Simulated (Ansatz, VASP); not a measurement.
# LiCl in VASP and in Ansatz

The input POSCAR:

```
LiCl
1.0
    0.0000000000      2.8434574626      2.8434574626
    2.8434574626      0.0000000000      2.8434574626
    2.8434574626      2.8434574626      0.0000000000
Li Cl
1 1
Direct
    0.0000000000      0.0000000000      0.0000000000
    0.2500000000      0.2500000000      0.2500000000
```

File INCAR.step1:

```
SYSTEM = LiCl
  PREC = Accurate
  ENCUT = 520
  ISMEAR = 0
  SIGMA = 0.01
  LREAL = .FALSE.
  LASPH = .TRUE.
  NELM = 80
  NBANDS = 12
  GGA = PE
  ALGO = Normal
  EDIFF = 1E-4
  LWAVE = .TRUE.
  LCHARG = .FALSE.
```

INCAR.step2

```
SYSTEM = LiCl
  PREC = Accurate
  ENCUT = 520
  EDIFF = 1E-6
  ISMEAR = 0
  SIGMA = 0.01
  LREAL = .FALSE.
  LASPH = .TRUE.
  NELM = 80
  ALGO = Normal
  ISIF = 2
  LWAVE = .FALSE.
  LCHARG = .TRUE.
  METAGGA = R2SCAN
  LMIXTAU = .TRUE.
  LELF = .TRUE.
  LVHAR = .TRUE.
  NBANDS = 12
  ISTART = 1
```

KPOINTS

```
Automatic mesh
0
G
  8 8 8
  0 0 0
```

Input for Ansatz:

```yaml
crystal:
  lattice:
    - [0.0, 2.8434574626, 2.8434574626]
    - [2.8434574626, 0.0, 2.8434574626]
    - [2.8434574626, 2.8434574626, 0.0]
  atoms:
    - { symbol: Li, position: [0.0, 0.0, 0.0] }
    - { symbol: Cl, position: [0.25, 0.25, 0.25] }
kpoints:
  mp_grid: { grid: [8, 8, 8] }
  band_path:
    path:
      - [0.0, 0.0, 0.0]
      - [-0.5, -0.5, 0.0]
      - [-0.375, -0.375, 0.25]
      - [-0.375, 0.0, 0.375]
      - [0.0, 0.0, 0.5]
      - [-0.5, -0.25, 0.25]
    npoints: 1
hamiltonian:
  xc: r2scan
scf:
  occupations: { method: fixed }
  n_extra_bands: 4
output:
  forces: true
  stress: true
  eigenvalues: true
```

Change from the starting cell: hydrostatic strain +4.0%.

Alike in both runs: task single point; functional r2SCAN; k mesh 8 × 8 × 8; no spin polarisation.

|  | VASP | Ansatz |
| --- | --- | --- |
| version | VASP 6.6.1 | Ansatz 0.2.0 |
| potentials or method | VASP PAW PBE potentials, release 64 (Li_sv, Cl) | plane waves, PAW |
| plane-wave cutoff (eV) | 520 | 500 |
| occupations | gaussian, width 0.01 eV | fixed |
| valence electrons in the cell | 10 | 10 |

```csv
,VASP,Ansatz,Ansatz less VASP
gap on the k mesh at the Fermi level (eV),6.34,6.30,-0.043
```

VASP's potentials were made for PBE, not for r2SCAN.

Noted on VASP's run: the cutoff is under 1.25 times that of the potentials, so the pressure is a little rough.
